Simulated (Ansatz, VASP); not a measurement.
# Hf: VASP beside Ansatz

File INCAR:

```
ALGO = Fast
EDIFF = 1E-7
ENCUT = 520
GGA = PS
ISIF = 2
ISMEAR = 0
LASPH = T
LCHARG = F
LREAL = F
LWAVE = F
NBANDS = 17
NELM = 60
PREC = Accurate
SIGMA = 0.15
```

File KPOINTS:

```
k-points
0
Gamma
  18 18 10
```

POSCAR

```
Hf
1.0
    3.1007975685      0.0000000000      0.0000000000
   -1.5503987842      2.6853694663      0.0000000000
    0.0000000000      0.0000000000      5.1336670000
Hf
2
Direct
    0.3333333333      0.6666666667      0.2500000000
    0.6666666667      0.3333333333      0.7500000000
```

Input for Ansatz:

```yaml
crystal:
  lattice:
    - [3.1007975685, 0.0, 0.0]
    - [-1.5503987842, 2.6853694663, 0.0]
    - [0.0, 0.0, 5.133667]
  atoms:
    - { symbol: Hf, position: [0.3333333333, 0.6666666667, 0.25] }
    - { symbol: Hf, position: [0.6666666667, 0.3333333333, 0.75] }
basis:
  ecutwfc: 420
kpoints:
  mp_grid: { grid: [18, 18, 10] }
hamiltonian:
  xc: pbesol
scf:
  occupations: { method: gaussian, width: 0.15 }
output:
  forces: true
  stress: true
  eigenvalues: true
```

Change from the starting cell: strain -0.030 along x and y, +0.015 along z, atoms carried along.

Alike in both runs: task single point; functional PBEsol; k mesh 18 × 18 × 10; occupations gaussian, width 0.15 eV; no spin polarisation.

|  | VASP | Ansatz |
| --- | --- | --- |
| version | VASP 6.6.1 | Ansatz 0.2.0 |
| potentials or method | VASP PAW PBE potentials, release 64 (Hf_pv), cutoff 520 eV | scalar-relativistic, plane waves, PAW |
| valence electrons in the cell | 20 | 52 |

|  | VASP | Ansatz | Ansatz less VASP |
| --- | --- | --- | --- |
| gap on the k mesh at the Fermi level (eV) | none | none | - |
| pressure (GPa) | 0.8 | 1.2 | +0.38 |
| traceless stress, the component that is largest in VASP (GPa) | -3.82 | -3.74 | +0.075 |

VASP's potentials were made for PBE, not for PBEsol. A gap of «none» marks a metal or a gap that the smearing closes. VASP's potentials hold 20 valence electrons a cell and Ansatz's 52, so a difference there can come from the potentials and not from the codes.

Spin-orbit coupling is off throughout.
